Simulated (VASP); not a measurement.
# HfN (I-4m2) in VASP: single point with PBE

Aim: the single point of HfN with PBE.

Program: VASP 6.6.1. These are calculated values, not measurements. Logs are shortened: lines on timing, memory, paths and dates and some standing lists are left out, and cuts for length are marked.

## Step 1: The cell of the first run

The structure is tetragonal, space group I-4m2 (No. 119). Conventional cell: a = 3.558 Å, b = 3.558 Å, c = 4.664 Å, α = 90.00°, β = 90.00°, γ = 90.00°. Within 2.8 Å of Hf (site symmetry -4m2) lie 4 N at 2.13 Å. Within 2.8 Å of N (site symmetry -4m2) lie 4 Hf at 2.13 Å.

## Step 2: Single point, PBE (strain +0.025 along x and y, -0.050 along z)

File INCAR:

```
ALGO = Normal
EDIFF = 1E-6
ENCUT = 520
GGA = PE
ISIF = 2
ISMEAR = 0
LASPH = True
LCHARG = True
LELF = True
LREAL = False
LVHAR = True
LWAVE = False
NBANDS = 14
NELM = 60
PREC = Accurate
SIGMA = 0.15
```

File KPOINTS:

```
k-points
0
Gamma
  16 16 16
```

File POSCAR:

```
HfN
1.0
    0.0000000000      2.5161925500      2.3320809000
    2.5161925500      0.0000000000      2.3320809000
    2.5161925500      2.5161925500      0.0000000000
Hf N
1 1
Direct
    0.0000000000      0.0000000000      0.0000000000
    0.7500000000      0.7500000000      0.7500000000
```

Potentials or basis: VASP PAW PBE potentials, release 64 (Hf_pv, N).

On the command line:

```bash
$ cat potpaw_PBE.64/Hf_pv/POTCAR potpaw_PBE.64/N/POTCAR > POTCAR
$ mpirun -np 1 vasp_std > vasp.out
```

OUTCAR:

```text
EDIFF = 1E-6
   ENCUT = 520
   GGA = PE
   ISIF = 2
   ISMEAR = 0
   LASPH = True
   LREAL = False
   NELM = 60
   PREC = Accurate

 ion  position               nearest neighbor table
   1  0.000  0.000  0.000-   2 2.13   2 2.13   2 2.13   2 2.13
   2  0.750  0.750  0.750-   1 2.13   1 2.13   1 2.13   1 2.13

  LATTYP: Found a body centered tetragonal cell.
 ALAT       =     3.5584336298
 C/A-ratio  =     1.3107345212

  Lattice vectors:

 A1 = (   0.0000000000,  -2.5161925500,  -2.3320809000)
 A2 = (   0.0000000000,   2.5161925500,  -2.3320809000)
 A3 = (   2.5161925500,   0.0000000000,   2.3320809000)

Analysis of symmetry for initial positions (statically):
=====================================================================
 Subroutine PRICEL returns:
 Original cell was already a primitive cell.

 Routine SETGRP: Setting up the symmetry group for a
 body centered tetragonal supercell.

 Subroutine GETGRP returns: Found  8 space group operations
 (whereof  8 operations were pure point group operations)
 out of a pool of 16 trial point group operations.

The static configuration has the point symmetry D_2d.

Analysis of symmetry for dynamics (positions and initial velocities):
=====================================================================
 Subroutine PRICEL returns:
 Original cell was already a primitive cell.

 Routine SETGRP: Setting up the symmetry group for a
 body centered tetragonal supercell.

 Subroutine GETGRP returns: Found  8 space group operations
 (whereof  8 operations were pure point group operations)
 out of a pool of 16 trial point group operations.

The dynamic configuration has the point symmetry D_2d.

 Subroutine INISYM returns: Found  8 space group operations
 (whereof  8 operations are pure point group operations),
 and found     1 'primitive' translations

----------------------------------------------------------------------------------------

                                     Primitive cell

  volume of cell :      29.5299

  direct lattice vectors                    reciprocal lattice vectors
     0.000000000  2.516192550  2.332080900    -0.198712932  0.198712932  0.214400795
     2.516192550  0.000000000  2.332080900     0.198712932 -0.198712932  0.214400795
     2.516192550  2.516192550  0.000000000     0.198712932  0.198712932 -0.214400795

  length of vectors
     3.430718040  3.430718040  3.558433630     0.353470451  0.353470451  0.353470451

  position of ions in fractional coordinates (direct lattice)
     0.000000000  0.000000000  0.000000000
     0.750000000  0.750000000  0.750000000

  ion indices of the primitive-cell ions
   primitive index   ion index
                 1           1
                 2           2

----------------------------------------------------------------------------------------

 KPOINTS: k-points

Automatic generation of k-mesh.
 Grid dimensions read from file:
 generate k-points for:   16   16   16

 Generating k-lattice:

  Cartesian coordinates                     Fractional coordinates (reciprocal lattice)
    -0.012419558  0.012419558  0.013400050     0.062500000  0.000000000  0.000000000
     0.012419558 -0.012419558  0.013400050     0.000000000  0.062500000  0.000000000
     0.012419558  0.012419558 -0.013400050    -0.000000000 -0.000000000  0.062500000

  Length of vectors
     0.022091903  0.022091903  0.022091903

  Shift w.r.t. Gamma in fractional coordinates (k-lattice)
     0.000000000  0.000000000  0.000000000

 Subroutine IBZKPT returns following result:
 ===========================================

 Found    349 irreducible k-points:

 Following reciprocal coordinates:
            Coordinates               Weight
  0.000000  0.000000  0.000000      1.000000
  0.062500  0.000000  0.000000      8.000000
  0.125000  0.000000  0.000000      8.000000
  0.187500  0.000000  0.000000      8.000000
  0.250000  0.000000  0.000000      8.000000
  0.312500  0.000000  0.000000      8.000000
[... 16 lines left out ...]
 -0.125000  0.062500  0.000000      8.000000
 -0.062500  0.062500  0.000000      4.000000
 [... further k-points ...]
   k-points           NKPTS =    349   k-points in BZ     NKDIM =    349   number of bands    NBANDS=     14
   number of dos      NEDOS =    301   number of ions     NIONS =      2
   total plane-waves  NPLWV =  21952
   dimension x,y,z NGX =    28 NGY =   28 NGZ =   28
   dimension x,y,z NGXF=    56 NGYF=   56 NGZF=   56
   ions per type =               1   1
   NGX,Y,Z   is equivalent  to a cutoff of  13.57, 13.57, 13.08 a.u.
   NGXF,Y,Z  is equivalent  to a cutoff of  27.14, 27.14, 26.16 a.u.
 SYSTEM =  unknown system
   PREC   = accura    normal or accurate (medium, high low for compatibility)
   ISTART =      0    job   : 0-new  1-cont  2-samecut
   ICHARG =      2    charge: 1-file 2-atom 10-const
   ISPIN  =      1    spin polarized calculation?
   LNONCOLLINEAR =      F non collinear calculations
   LSORBIT =      F    spin-orbit coupling
   LASPH  =      T    aspherical Exc in radial PAW
   ENCUT  =  520.0 eV  38.22 Ry    6.18 a.u.   6.38  6.38  6.62*2*pi/ulx,y,z
   NELM   =     60;   NELMIN=  2; NELMDL= -5     # of ELM steps
   EDIFF  = 0.1E-05   stopping-criterion for ELM
   LREAL  =      F    real-space projection
   EDIFFG = 0.1E-04   stopping-criterion for IOM
   NSW    =      0    number of steps for IOM
   IBRION =     -1    ionic relax: 0-MD 1-quasi-New 2-CG
   NFREE  =      0    steps in history (QN), initial steepest desc. (CG)
   ISIF   =      2    stress and relaxation
   ISYM   =      2    0-nonsym 1-usesym 2-fastsym
   POTIM  = 0.5000    time-step for ionic-motion
   TEBEG  =    0.0;   TEEND  =   0.0 temperature during run
   PSTRESS=    0.0 pullay stress
   NELECT =      15.0000    total number of electrons
   NUPDOWN=      -1.0000    fix difference up-down
   EMIN   =  10.00;   EMAX   =-10.00  energy-range for DOS
   EFERMI =   0.00;   METHOD = LEGACY
   ISMEAR =     0;   SIGMA  =   0.15  broadening in eV -4-tet -1-fermi 0-gaus
   EFERMI_NEDOS =   21; number of points for ismear=-14 and -15
   IALGO  =     38    algorithm
   IMIX   =      4    mixing-type and parameters
     AMIX     =   0.40;   BMIX     =  1.00
     AMIX_MAG =   1.60;   BMIX_MAG =  1.00
  volume/ion in A,a.u.               =      14.76        99.64
  Fermi-wavevector in a.u.,A,eV,Ry     =   1.306225  2.468408 23.214599  1.706225
  Thomas-Fermi vector in A             =   2.437042
   LORBIT       =      0    0 simple, 1 ext, 2 COOP (PROOUT), +10 PAW based schemes
   GGA     = PE    functional components
   LHFCALC =     F    Hartree Fock is set to
   AEXX    =    0.0000 exact exchange contribution
   IVDW    =     0    specifies the selected vdW correction
   LEPSILON=     F    determine dielectric tensor
   LRPA    =     F    only Hartree local field effects (RPA)
 non-spin polarized calculation
 Gauss-broadening in eV      SIGMA  =   0.15
  energy-cutoff  :      520.00
  volume of cell :       29.53
 maximum number of plane-waves:       821
 NGX is ok and might be reduce to    28
   NGX = 13   NGY = 13   NGZ = 13

 number of electron      15.0000002 magnetization

 Free energy of the ion-electron system (eV)
  ---------------------------------------------------
  ext. energy  EPLUGINS =         0.00000000
  ---------------------------------------------------
  free energy    TOTEN  =       -21.17532572 eV

  energy without entropy =      -21.16799579  energy(sigma->0) =      -21.17166075

 E-fermi :   5.8206     XC(G=0): -11.2338

 val. band max:        5.8185058018   @ k =  -0.1875   0.3125   0.1250
 cond. band min:       5.8213413950   @ k =  -0.3750   0.0625   0.2500
 fundamental gap:      0.0028355932
 Fermi energy:         5.8205536108

 k-point     1 :       0.0000    0.0000    0.0000
  band No.  band energies     occupation
      1     -25.3482      2.00000
      2     -25.3279      2.00000
      3     -25.3279      2.00000
      4     -10.3771      2.00000
      5       0.3064      2.00000
      6       0.3064      2.00000
      7       0.4977      2.00000
      8       5.0453      2.00000
      9       7.5587      0.00000
     10       8.4882      0.00000
     11      11.9487      0.00000
     12      11.9487      0.00000
     13      13.1155      0.00000
     14      18.0859      0.00000

 k-point     2 :       0.0625    0.0000    0.0000
  band No.  band energies     occupation
      1     -25.3600      2.00000
      2     -25.3366      2.00000
      3     -25.3311      2.00000
      4     -10.3302      2.00000
      5       0.2403      2.00000
      6       0.3317      2.00000
      7       0.4983      2.00000
      8       5.2642      2.00000
      9       7.5079      0.00000
     10       8.4032      0.00000
     11      11.9291      0.00000
     12      12.0572      0.00000
     13      13.1085      0.00000
     14      18.0752      0.00000

 k-point     3 :       0.1250    0.0000    0.0000
  band No.  band energies     occupation
      1     -25.4095      2.00000
      2     -25.3450      2.00000
      3     -25.3401      2.00000
      4     -10.1984      2.00000
      5       0.0416      2.00000
      6       0.4007      2.00000
      7       0.5669      2.00000
      8       5.8283      0.94140
      9       7.4018      0.00000
     10       8.2110      0.00000
     11      11.7907      0.00000
     12      12.3092      0.00000
     13      13.1266      0.00000
     14      17.1167      0.00000
[... 324 lines left out ...]
 k-point    23 :      -0.1250    0.0625    0.0000
  band No.  band energies     occupation
      1     -25.4281      2.00000
      2     -25.3693      2.00000
      3     -25.3416      2.00000
      4     -10.1054      2.00000
      5      -0.0752      2.00000
      6       0.4359      2.00000
      7       0.6870      2.00000
      8       6.1715      0.00094
      9       7.1276      0.00000
     10       8.1585      0.00000
     11      11.6082      0.00000
     12      12.5782      0.00000
     13      13.0979      0.00000
     14      16.8521      0.00000

 k-point    24 :      -0.0625    0.0625    0.0000
  band No.  band energies     occupation
      1     -25.3699      2.00000
      2     -25.3601      2.00000
      3     -25.3333      2.00000
      4     -10.2564      2.00000
      5       0.1008      2.00000
      6       0.3621      2.00000
      7       0.5948      2.00000
      8       5.5709      1.98141
      9       7.3143      0.00000
     10       8.3240      0.00000
     11      11.8308      0.00000
     12      12.2873      0.00000
     13      13.1082      0.00000
     14      17.8512      0.00000

 [... further k-points ...]
[... 5 lines left out ...]
  --------------------------------------------------------------------------------------
  -------------------------------------------------------------------------------------
  Total       -0.6623186     -0.6623186      1.1523162      0.0000000      0.0000000      0.0000000
  in kB      -35.9348773    -35.9348773     62.5202751      0.0000000      0.0000000      0.0000000
  external PRESSURE =      -3.1164932 kB  Pullay stress =       0.0000000 kB

 VOLUME and BASIS-vectors are now :
 -----------------------------------------------------------------------------
  energy-cutoff  :      520.00
  volume of cell :       29.53
      direct lattice vectors                 reciprocal lattice vectors
     0.000000000  2.516192550  2.332080900    -0.198712932  0.198712932  0.214400795
     2.516192550  0.000000000  2.332080900     0.198712932 -0.198712932  0.214400795
     2.516192550  2.516192550  0.000000000     0.198712932  0.198712932 -0.214400795

 POSITION                                       TOTAL-FORCE (eV/Angst)
 -----------------------------------------------------------------------------------
      0.00000      0.00000      0.00000         0.000000      0.000000      0.000000
      3.77429      3.77429      3.49812        -0.000000     -0.000000     -0.000000
 -----------------------------------------------------------------------------------
    total drift:                                0.000000      0.000000     -0.000000

  FREE ENERGIE OF THE ION-ELECTRON SYSTEM (eV)
  ---------------------------------------------------
  free  energy   TOTEN  =       -21.1753257188 eV

  energy  without entropy=      -21.1679957867  energy(sigma->0) =      -21.17166075
```

Run time: 80 s. Hardware: 1 thread of AMD EPYC 9R45 (Zen 5), shared host; peak memory 0.25 GiB.

What came out:

- Free energy: -21.1753 eV
- Pressure: -0.3 GPa

Levels at points of the mesh, in eV from the Fermi level:
| k point | band 4 | band 5 | band 6 | band 7 | band 8 | band 9 | band 10 | band 11 | band 12 | band 13 |
| --- | --- | --- | --- | --- | --- | --- | --- | --- | --- | --- |
| (0.00, 0.00, 0.00) | -16.20 | -5.51 | -5.51 | -5.32 | -0.78 | 1.74 | 2.67 | 6.13 | 6.13 | 7.29 |
| (0.50, 0.00, 0.00) | -15.11 | -5.76 | -5.07 | -4.70 | 1.46 | 2.74 | 2.75 | 4.06 | 5.23 | 5.45 |
| (0.50, 0.50, 0.00) | -14.81 | -6.80 | -3.77 | -3.77 | -0.82 | 2.24 | 4.01 | 4.62 | 4.62 | 11.07 |
| (0.50, 0.00, 0.50) | -14.71 | -6.98 | -3.71 | -3.46 | -1.31 | 1.92 | 4.18 | 4.60 | 4.68 | 9.64 |

Caveat: the cell differs from its parent crystal (strain +0.025 along x and y, -0.050 along z); spin-orbit coupling is left out, which moves the levels of the heavy elements.
